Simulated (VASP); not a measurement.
# Al (P1) in VASP: a series of runs, part 2 of 2

VASP 6.6.1. The steps go on from the part before.

### Step 3. Single point, PBEsol

Input file INCAR:

```
SYSTEM = Al
PREC = Accurate
ENCUT = 520
EDIFF = 1E-6
ISMEAR = -1
SIGMA = 0.1
LREAL = Auto
LASPH = .True.
NELM = 80
ALGO = Normal
ISIF = 2
LWAVE = .False.
LCHARG = .False.
GGA = PS
NBANDS = 70
```

Input file KPOINTS:

```
regular mesh
0
Gamma
  2 2 2
  0 0 0
```

Input file POSCAR:

```
Al
1.0
    8.2328100000      0.0000000000      0.0000000000
    0.0000000000      8.2328100000      0.0000000000
    0.0000000000      0.0000000000      8.2328100000
Al
32
Direct
    0.4913024836     -0.0047371432      0.0538576744
    0.7697007462      0.2711589360      0.0040204985
    0.7356904872     -0.0007773773      0.2710010312
    0.0308400170      0.0094378469      0.0082353413
    0.2455054835      0.2445216153      0.0142357227
    0.5079067779      0.4854843000      0.0191915033
    0.7145798336      0.7463672792      0.0122801328
    0.2568989203     -0.0326012625      0.2781553321
    0.5018942500      0.2354117246      0.2251600608
    0.7291070728      0.4955659125      0.2573119020
    0.4590777632     -0.0528495131      0.5295275854
    0.7502055799      0.2058956784      0.5168466174
    0.7566189430     -0.0182197816      0.7880298464
    0.0298925883      0.4883265859      0.0108589898
    0.2774022478      0.7618662401      0.0122558397
    0.0091463304      0.1872993547      0.2562794477
    0.2604942905      0.5061455323      0.2242976578
    0.5342404355      0.7300909410      0.2672599028
   -0.0236371300     -0.0142721622      0.5181705882
    0.2681951849      0.2458091466      0.4629039174
    0.5050644920      0.4811722850      0.5122795255
    0.7592304450      0.7113610055      0.5113563899
    0.2493316377     -0.0085511508      0.7858070331
    0.5111134594      0.2629843273      0.7811549155
    0.7318886261      0.4837959336      0.7561209356
    0.0176488951      0.7432456233      0.2275772185
    0.0040326450      0.4919462492      0.4310071531
    0.2011342421      0.7740006146      0.5122066463
    0.0072150335      0.2495624216      0.7559630308
    0.2611744957      0.4763379697      0.7796730399
    0.4788887391      0.7616718957      0.7638461230
   -0.0420634024      0.7366257693      0.7855883957
```

Potentials or basis: VASP PAW PBE potentials, release 64 (Al).

The run is started by

```bash
cat potpaw_PBE.64/Al/POTCAR > POTCAR
mpirun -np 1 vasp_std > vasp.out
```

Wall time 4.3 min (1 thread of Intel Xeon 6975P-C (Granite Rapids), shared host); peak memory 0.61 GiB.

It converged, with:

- Free energy: -126.2580 eV
- Pressure: -0.3 GPa
- Largest force: 1.993 eV/Å
- Band gap on the k mesh: zero (bands 48 and 49 overlap by 0.41 eV)

Forces in eV/Å, atoms in the order of the input:
```
Al   0.381 -0.543 -1.474
Al   0.212 -0.720  0.280
Al   0.260 -0.483 -0.257
Al  -1.092 -0.945 -0.211
Al   0.526 -0.079 -0.030
Al  -0.147  0.496 -0.510
Al   0.796 -0.092 -0.146
Al   0.051  0.469 -0.583
Al   0.315  0.967  1.354
Al   0.952 -0.916 -0.175
Al   1.277  1.343 -0.735
Al  -0.615  0.799  0.269
Al  -0.617  0.771 -0.182
Al  -1.071  0.167 -0.163
Al  -0.583 -0.640  0.126
Al  -0.321  1.184  0.434
Al   0.492 -0.030  0.978
Al  -1.507  0.561  0.432
Al  -0.014  0.039  0.331
Al  -0.232  0.130  0.692
Al  -0.415 -0.022 -0.046
Al  -0.071  0.622  0.192
Al   0.097  0.500 -0.692
Al  -0.386 -1.377 -0.329
Al   0.682  0.585 -0.069
Al  -0.688  0.433 -0.157
Al   0.288 -0.617  0.746
Al   0.009 -1.862  0.653
Al  -0.118  0.004 -0.360
Al  -0.008  0.672 -0.677
Al   0.604 -1.130  0.419
Al   0.942 -0.283 -0.112
```

Stress tensor (GPa, compression positive):
```
-0.57 -0.17 -0.51
-0.17 -0.30 -0.23
-0.51 -0.23 -0.02
```

Levels at points of the mesh, in eV from the Fermi level:
```
           k point  band 46  band 47  band 48  band 49  band 50  band 51
(0.00, 0.00, 0.00)    -0.04     0.08     0.17     0.35     0.45     0.67
(0.50, 0.00, 0.00)    -0.15    -0.10     0.00     0.14     0.17     0.28
(0.00, 0.50, 0.00)    -0.22    -0.14    -0.07     0.02     0.21     0.24
(0.00, 0.00, 0.50)    -0.41    -0.24     0.00     0.08     0.23     0.33
(0.50, 0.50, 0.00)    -0.48    -0.30    -0.22     0.74     0.79     0.85
(0.00, 0.50, 0.50)    -0.45    -0.35     0.03     0.68     0.74     0.85
(0.50, 0.00, 0.50)    -0.45    -0.22    -0.07     0.57     0.84     0.88
(0.50, 0.50, 0.50)    -0.45    -0.39    -0.29    -0.24    -0.16    -0.14
```

Caveat: the k points lie up to 0.38 Å⁻¹ apart; the PAW data sets were made with another functional, which shifts forces and pressure a little.

### Step 4. Single point, PBEsol

Edit INCAR of step 3 so:

```diff
@@ -8,3 +8,3 @@
 LASPH = .True.
-NELM = 80
+NELM = 60
 ALGO = Normal
```

KPOINTS is that of step 3.

Input file POSCAR:

```
Al
1.0
    8.2328100000      0.0000000000      0.0000000000
    0.0000000000      8.2328100000      0.0000000000
    0.0000000000      0.0000000000      8.2328100000
Al
32
Direct
    0.4884966372      0.0122072537     -0.0189121333
    0.7630687457      0.2170947708      0.0042269893
    0.7850539488      0.0137255688      0.2466351100
   -0.0228961922     -0.0059882349     -0.0207948440
    0.2757260279      0.2184308881      0.0214264631
    0.5086234226      0.4950679051     -0.0099601473
    0.7403547513      0.7542989575      0.0454887213
    0.2111794150     -0.0153410561      0.2658144667
    0.5065220745      0.2213946393      0.2440600475
    0.7416179895      0.4688557127      0.2500604289
    0.4801762703     -0.0384801787      0.5033518325
    0.7186367716      0.2021181103      0.5351514246
    0.7162317605      0.0029880442      0.7798673843
   -0.0043484545      0.4848162414      0.0293824344
    0.2596804736      0.7245764204      0.0092313560
    0.0156568656      0.2420558716      0.2551012352
    0.2408412195      0.4948492677      0.2596683271
    0.4816702924      0.7104621630      0.2896945271
   -0.0367189331     -0.0057453045      0.5385160109
    0.2547975722      0.2246134673      0.4725482551
    0.5242681417      0.4645558442      0.4914603884
    0.7701744605      0.7099398626      0.5140650641
    0.2485785534     -0.0391360908      0.7608094927
    0.5103603751      0.2413999594      0.7614046723
    0.7667005555      0.4657097637      0.7596920128
   -0.0088912534      0.7288155563      0.2326058782
    0.0135190779      0.4608268623      0.5243653139
    0.1348506767      0.7516510159      0.5271104277
    0.0360630210      0.2670291189      0.7619512657
    0.2725436394      0.4714064821      0.7207624128
    0.4896384102      0.7194020025      0.7564488917
   -0.0694295143      0.7439015354      0.7956092756
```

The run is started by

```bash
cat potpaw_PBE.64/Al/POTCAR > POTCAR
mpirun -np 1 vasp_std > vasp.out
```

Wall time 4.2 min (1 thread of Intel Xeon 6975P-C (Granite Rapids), shared host); peak memory 0.6 GiB.

Results (log left out):

| Property | Result |
| --- | --- |
| Free energy | -126.5569 eV |
| Pressure | -0.5 GPa |
| Largest force | 1.856 eV/Å |
| Band gap on the k mesh | zero (bands 48 and 49 overlap by 0.56 eV) |

Forces on the atoms (eV/Å):
```
Al   0.171 -1.444  1.154
Al  -0.266  1.537  0.279
Al  -0.601 -0.452  0.826
Al   1.310  0.057  0.375
Al  -1.397  1.071 -0.394
Al   0.032 -0.488  0.493
Al  -1.163 -0.333 -0.017
Al   0.311 -0.728 -0.315
Al   0.394  0.050  0.302
Al   0.333  0.038 -0.024
Al   0.009  0.100  0.024
Al   0.688  0.479 -1.210
Al   0.699 -1.245 -0.961
Al   0.004 -0.257 -0.784
Al  -0.242  0.263 -0.035
Al  -0.463  0.269 -0.057
Al   0.292 -0.321  0.079
Al   0.231  0.558 -0.520
Al  -0.197  1.049 -0.005
Al   0.309  0.064  0.854
Al  -0.392 -0.112  0.520
Al  -0.363  0.111 -0.350
Al  -0.391  0.496 -0.115
Al  -0.986  0.564  0.046
Al  -0.337  0.054  0.046
Al   0.181  0.354  0.568
Al  -0.806 -0.014 -0.992
Al   1.391 -0.778 -0.117
Al  -0.389 -1.315  0.647
Al   0.302  0.377  0.382
Al   0.445  0.306 -0.335
Al   0.891 -0.313 -0.363
```

Stress tensor (GPa, compression positive):
```
-0.76 -0.98 -0.15
-0.98  0.23  0.06
-0.15  0.06 -1.03
```

Levels at points of the mesh, in eV from the Fermi level:
```tsv
k point	band 43	band 44	band 45	band 46	band 47	band 48	band 49	band 50	band 51	band 52
(0.00, 0.00, 0.00)	-0.32	-0.14	-0.11	-0.07	0.14	0.28	0.46	0.58	0.62	0.70
(0.50, 0.00, 0.00)	-0.85	-0.80	-0.35	-0.30	-0.15	0.03	0.14	0.17	0.24	0.35
(0.00, 0.50, 0.00)	-0.92	-0.82	-0.43	-0.26	-0.09	0.01	0.16	0.22	0.28	0.44
(0.00, 0.00, 0.50)	-0.92	-0.80	-0.35	-0.26	-0.17	0.04	0.15	0.22	0.33	0.49
(0.50, 0.50, 0.00)	-1.01	-0.90	-0.52	-0.44	-0.37	-0.02	0.73	0.86	0.87	0.91
(0.00, 0.50, 0.50)	-1.00	-0.87	-0.51	-0.43	-0.39	-0.23	0.78	0.84	0.90	0.95
(0.50, 0.00, 0.50)	-1.02	-0.91	-0.54	-0.39	-0.27	-0.11	0.75	0.82	0.91	0.93
(0.50, 0.50, 0.50)	-0.59	-0.53	-0.46	-0.43	-0.39	-0.34	-0.28	-0.24	-0.20	-0.10
```

Caveat: the k points lie up to 0.38 Å⁻¹ apart, too coarse for converged energies and pressures of a metal; the PAW data sets were made with another functional, which shifts forces and pressure a little.

### Step 5. The runs side by side

```csv
cell,gap on the mesh (eV),pressure (GPa),largest force (eV/Å)
"as given, atomic positions A",none,-1.4,1.71
"as given, atomic positions B",none,-0.3,1.99
"as given, atomic positions C",none,-0.5,1.86
```

Alike in all rows: task single point; level PBEsol; potentials or basis VASP PAW PBE potentials, release 64 (Al); no spin polarisation; k mesh 2 × 2 × 2; cutoff (eV) 520; smearing fermi-dirac 0.1 eV.

Caveats: all runs use coarse meshes; the PAW data sets were made with another functional, which shifts forces and pressure a little.

Total energies depend on the potentials used, so only differences within one code and one set of settings carry meaning.
